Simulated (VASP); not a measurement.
# Zr (P6_3/mmc) in VASP: single point with r2SCAN

Aim: the single point of Zr with r2SCAN.

Everything below comes from runs of VASP 6.6.1. Logs are shortened: lines on timing, memory, paths and dates and some standing lists are left out, and cuts for length are marked.

## 1. The cell of the first run

Symmetry: P6_3/mmc, No. 194, hexagonal system. The conventional cell has a = 3.243 Å, b = 3.243 Å, c = 5.164 Å, α = 90.00°, β = 90.00°, γ = 120.00°. Zr (site symmetry -6m2) has 12 Zr at 3.19 to 3.24 Å within 4.2 Å.

## 2. Single point, r2SCAN

Contents of POSCAR:

```
Zr
1.0
    3.2425849918      0.0000000000      0.0000000000
   -1.6212924959      2.8081609768      0.0000000000
    0.0000000000      0.0000000000      5.1638568273
Zr
2
Direct
    0.3333333333      0.6666666667      0.2500000000
    0.6666666667      0.3333333333      0.7500000000
```

Contents of INCAR.step1:

```
SYSTEM = Zr
ALGO = Normal
EDIFF = 1E-4
ENCUT = 520
GGA = PE
ISMEAR = -1
LASPH = .TRUE.
LCHARG = .FALSE.
LREAL = .FALSE.
LWAVE = .TRUE.
NBANDS = 19
NELM = 60
PREC = Accurate
SIGMA = 0.1
```

Contents of INCAR.step2:

```
SYSTEM = Zr
ALGO = Normal
EDIFF = 1E-6
ENCUT = 520
ISIF = 2
ISMEAR = -1
ISTART = 1
LASPH = .TRUE.
LCHARG = .FALSE.
LMIXTAU = .TRUE.
LREAL = .FALSE.
LWAVE = .FALSE.
METAGGA = R2SCAN
NBANDS = 19
NELM = 60
PREC = Accurate
SIGMA = 0.1
```

Contents of KPOINTS:

```
k-points
0
G
  15 15 8
  0 0 0
```

Potentials or basis: VASP PAW PBE potentials, release 64 (Zr_sv).

Run with:

```sh
$ cat potpaw_PBE.64/Zr_sv/POTCAR > POTCAR
$ cp INCAR.step1 INCAR
$ mpirun -np 1 vasp_std > vasp.out
$ cp INCAR.step2 INCAR
$ mpirun -np 1 vasp_std > vasp.out
```

OUTCAR:

```text
SYSTEM = Zr
   EDIFF = 1E-6
   ENCUT = 520
   ISIF = 2
   ISMEAR = -1
   ISTART = 1
   LASPH = .TRUE.
   LREAL = .FALSE.
   METAGGA = R2SCAN
   NELM = 60
   PREC = Accurate

 ion  position               nearest neighbor table
   1  0.333  0.667  0.250-   2 3.19   2 3.19   2 3.19   2 3.19   2 3.19   2 3.19
   2  0.667  0.333  0.750-   1 3.19   1 3.19   1 3.19   1 3.19   1 3.19   1 3.19

  LATTYP: Found a hexagonal cell.
 ALAT       =     3.2425849918
 C/A-ratio  =     1.5925124061

  Lattice vectors:

 A1 = (   3.2425849918,   0.0000000000,   0.0000000000)
 A2 = (  -1.6212924959,   2.8081609768,   0.0000000000)
 A3 = (   0.0000000000,   0.0000000000,   5.1638568273)

Analysis of symmetry for initial positions (statically):
=====================================================================
 Subroutine PRICEL returns:
 Original cell was already a primitive cell.

 Routine SETGRP: Setting up the symmetry group for a
 hexagonal supercell.

 Subroutine GETGRP returns: Found 24 space group operations
 (whereof 12 operations were pure point group operations)
 out of a pool of 24 trial point group operations.

The static configuration has the point symmetry D_3d.
 The point group associated with its full space group is D_6h.

Analysis of symmetry for dynamics (positions and initial velocities):
=====================================================================
 Subroutine PRICEL returns:
 Original cell was already a primitive cell.

 Routine SETGRP: Setting up the symmetry group for a
 hexagonal supercell.

 Subroutine GETGRP returns: Found 24 space group operations
 (whereof 12 operations were pure point group operations)
 out of a pool of 24 trial point group operations.

The dynamic configuration has the point symmetry D_3d.
 The point group associated with its full space group is D_6h.

 Subroutine INISYM returns: Found 24 space group operations
 (whereof 12 operations are pure point group operations),
 and found     1 'primitive' translations

----------------------------------------------------------------------------------------

                                     Primitive cell

  volume of cell :      47.0205

  direct lattice vectors                    reciprocal lattice vectors
     3.242584992  0.000000000  0.000000000     0.308395926  0.178052471  0.000000000
    -1.621292496  2.808160977  0.000000000     0.000000000  0.356104941  0.000000000
     0.000000000  0.000000000  5.163856827     0.000000000  0.000000000  0.193653704
[... 76 lines left out ...]
   ISTART =      1    job   : 0-new  1-cont  2-samecut
   ICHARG =      0    charge: 1-file 2-atom 10-const
   ISPIN  =      1    spin polarized calculation?
   LNONCOLLINEAR =      F non collinear calculations
   LSORBIT =      F    spin-orbit coupling
   LASPH  =      T    aspherical Exc in radial PAW
   ENCUT  =  520.0 eV  38.22 Ry    6.18 a.u.   6.03  6.03  9.60*2*pi/ulx,y,z
   NELM   =     60;   NELMIN=  2; NELMDL=  0     # of ELM steps
   EDIFF  = 0.1E-05   stopping-criterion for ELM
   LREAL  =      F    real-space projection
   EDIFFG = 0.1E-04   stopping-criterion for IOM
   NSW    =      0    number of steps for IOM
   IBRION =     -1    ionic relax: 0-MD 1-quasi-New 2-CG
   NFREE  =      0    steps in history (QN), initial steepest desc. (CG)
   ISIF   =      2    stress and relaxation
   ISYM   =      2    0-nonsym 1-usesym 2-fastsym
   POTIM  = 0.5000    time-step for ionic-motion
   TEBEG  =    0.0;   TEEND  =   0.0 temperature during run
   PSTRESS=    0.0 pullay stress
   NELECT =      24.0000    total number of electrons
   NUPDOWN=      -1.0000    fix difference up-down
   EMIN   =  10.00;   EMAX   =-10.00  energy-range for DOS
   EFERMI =   0.00;   METHOD = LEGACY
   ISMEAR =    -1;   SIGMA  =   0.10  broadening in eV -4-tet -1-fermi 0-gaus
   EFERMI_NEDOS =   21; number of points for ismear=-14 and -15
   IALGO  =     38    algorithm
   IMIX   =      4    mixing-type and parameters
     AMIX     =   0.40;   BMIX     =  1.00
     AMIX_MAG =   1.60;   BMIX_MAG =  1.00
  volume/ion in A,a.u.               =      23.51       158.66
  Fermi-wavevector in a.u.,A,eV,Ry     =   1.308326  2.472378 23.289332  1.711718
  Thomas-Fermi vector in A             =   2.439001
   LORBIT       =      0    0 simple, 1 ext, 2 COOP (PROOUT), +10 PAW based schemes
   METAGGA = R2SCAN    functional components
   LHFCALC =     F    Hartree Fock is set to
   AEXX    =    0.0000 exact exchange contribution
   IVDW    =     0    specifies the selected vdW correction
   LEPSILON=     F    determine dielectric tensor
   LRPA    =     F    only Hartree local field effects (RPA)
 non-spin polarized calculation
  energy-cutoff  :      520.00
  volume of cell :       47.02
 maximum number of plane-waves:      1296
   NGX = 13   NGY = 13   NGZ = 19

 number of electron      24.0000001 magnetization

 Free energy of the ion-electron system (eV)
  ---------------------------------------------------
  ext. energy  EPLUGINS =         0.00000000
  ---------------------------------------------------
  free energy    TOTEN  =       -45.52970339 eV

  energy without entropy =      -45.47047707  energy(sigma->0) =      -45.50009023

 E-fermi :   8.9144     XC(G=0): -11.9014

 val. band max:        8.9057941985   @ k =   0.0000   0.0000   0.3750
 cond. band min:       8.9323342921   @ k =   0.2667   0.2000   0.5000
 fundamental gap:      0.0265400936
 Fermi energy:         8.9143938333

 k-point     1 :       0.0000    0.0000    0.0000
  band No.  band energies     occupation
      1     -41.6395      2.00000
      2     -41.4792      2.00000
      3     -19.4805      2.00000
      4     -18.5898      2.00000
      5     -18.5898      2.00000
      6     -18.4532      2.00000
[... 505 lines left out ...]
      6     -18.9327      2.00000
[... 11 lines left out ...]
     18      14.0511      0.00000
     19      15.5751      0.00000

 [... further k-points ...]
[... 5 lines left out ...]
  --------------------------------------------------------------------------------------
  -------------------------------------------------------------------------------------
  Total        0.0130172      0.0130172     -0.0467844     -0.0000000      0.0000000     -0.0000000
  in kB        0.4435488      0.4435488     -1.5941297     -0.0000000      0.0000000     -0.0000000
  external PRESSURE =      -0.2356774 kB  Pullay stress =       0.0000000 kB

 VOLUME and BASIS-vectors are now :
 -----------------------------------------------------------------------------
  energy-cutoff  :      520.00
  volume of cell :       47.02
      direct lattice vectors                 reciprocal lattice vectors
     3.242584992  0.000000000  0.000000000     0.308395926  0.178052471  0.000000000
    -1.621292496  2.808160977  0.000000000     0.000000000  0.356104941  0.000000000
     0.000000000  0.000000000  5.163856827     0.000000000  0.000000000  0.193653704

 POSITION                                       TOTAL-FORCE (eV/Angst)
 -----------------------------------------------------------------------------------
     -0.00000      1.87211      1.29096         0.000000     -0.000000      0.000000
      1.62129      0.93605      3.87289        -0.000000      0.000000      0.000000
 -----------------------------------------------------------------------------------
    total drift:                               -0.000000      0.000000     -0.000000

  FREE ENERGIE OF THE ION-ELECTRON SYSTEM (eV)
  ---------------------------------------------------
  free  energy   TOTEN  =       -45.5297033904 eV

  energy  without entropy=      -45.4704770659  energy(sigma->0) =      -45.50009023
```

OUTCAR.step1:

```text
SYSTEM = Zr
   EDIFF = 1E-4
   ENCUT = 520
   GGA = PE
   ISMEAR = -1
   LASPH = .TRUE.
   LREAL = .FALSE.
[... 750 lines left out ...]
     -0.00000      1.87211      1.29096        -0.000000      0.000000      0.000000
      1.62129      0.93605      3.87289         0.000000     -0.000000      0.000000
 -----------------------------------------------------------------------------------
    total drift:                               -0.000000      0.000000     -0.000000

  FREE ENERGIE OF THE ION-ELECTRON SYSTEM (eV)
  ---------------------------------------------------
  free  energy   TOTEN  =       -17.0745751108 eV

  energy  without entropy=      -17.0048250005  energy(sigma->0) =      -17.03970006
```

Run time: 5.4 min. Hardware: 1 thread of Intel Xeon 8259CL, shared host; peak memory 0.24 GiB.

What came out:

```yaml
Free_energy: -45.5297 eV
Pressure: 0.0 GPa
Band_gap_on_the_k_mesh: zero (bands 12 and 13 overlap by 1.28 eV)
```

Stress tensor (GPa, compression positive):
```
 0.04  0.00  0.00
 0.00  0.04  0.00
 0.00  0.00 -0.16
```

Caveat: the PAW data sets were made with another functional, which shifts forces and pressure a little.
